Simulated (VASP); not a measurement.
Set up this calculation in VASP 6.6.1, as the native input.

| Quantity | Value |
| --- | --- |
| Task | single point |
| Functional | LDA |
| Potentials or basis | VASP PAW LDA potentials, release 64 (Li_sv) |
| Cutoff | 520 eV |
| k mesh | 17 × 17 × 17 |
| Occupations | methfessel-paxton, width 0.05 eV |
| Spin | no spin polarisation |
| Dipole correction | no |
| Further INCAR settings | ALGO = Normal; EDIFF = 1e-07; NBANDS = 8 |

The structure of Li lies in POSCAR:

```
Li
1.0
    2.9134053068     -0.0000000161     -0.0000000279
   -0.9711350870      2.7467848704     -0.0000000279
   -0.9711350870     -1.3733923949      2.3787854998
Li
1
Direct
    0.0000000000      0.0000000000      0.0000000000
```

These files were run (other wordings do the same):

INCAR

```
SYSTEM = Li
ALGO = Normal
EDIFF = 1E-7
ENCUT = 520
ISIF = 2
ISMEAR = 1
LASPH = .TRUE.
LCHARG = .TRUE.
LELF = .TRUE.
LREAL = .FALSE.
LVHAR = .TRUE.
LWAVE = .FALSE.
NBANDS = 8
NELM = 60
PREC = Accurate
SIGMA = 0.05
```

KPOINTS

```
k-points
0
G
  17 17 17
  0 0 0
```

Potentials or basis: VASP PAW LDA potentials, release 64 (Li_sv).

Launch:

```bash
$ cat potpaw_LDA.64/Li_sv/POTCAR > POTCAR
$ mpirun -np 1 vasp_std > vasp.out
```

It gave:

| Property | Result |
| --- | --- |
| Band gap on the k mesh | zero (an odd number of electrons rules out a gap without spin polarisation) |

Run time: 36 s on 1 thread of Oxide Virtual Turin-like Processor, on a shared host, peak memory 0.1 GiB.
